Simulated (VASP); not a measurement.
A run of VASP 6.6.1:

File INCAR:

```
ALGO = Normal ; EDIFF = 1E-6
ENCUT = 500 ; GGA = PE
GGA_COMPAT = F ; ISIF = 2
ISMEAR = 0 ; LASPH = T
LCHARG = T ; LELF = T
LREAL = F ; LVHAR = T
LWAVE = F ; NBANDS = 18
NELM = 120 ; PREC = Accurate
SIGMA = 0.1
```

File KPOINTS:

```
k-points
0
Gamma
  4 4 2
```

The input POSCAR:

```
Na
1.0
    2.9749091893     -1.7277681823      0.0000000000
    2.9749091893      1.7277681823      0.0000000000
   -2.0236161633      0.0000000000      8.7152374991
Na
3
Direct
    0.0000000000      0.0000000000      0.0000000000
    0.2224150000      0.2224150000      0.6666760000
    0.7775850000      0.7775850000      0.3333240000
```

Potentials or basis: VASP PAW PBE potentials, release 64 (Na_pv).

Launch:

```sh
$ cat potpaw_PBE.64/Na_pv/POTCAR > POTCAR
$ mpirun -np 1 vasp_std > vasp.out
```

Hardware: 1 thread of Intel(R) Xeon(R) 6975P-C (Granite Rapids) (shared host).

Question: How long does it take, and how much memory?

Answer: It took 9 s on 1 thread of Intel(R) Xeon(R) 6975P-C (Granite Rapids), on a shared host, peak memory 0.2 GiB. Counts: scf iterations 10, k points 14.
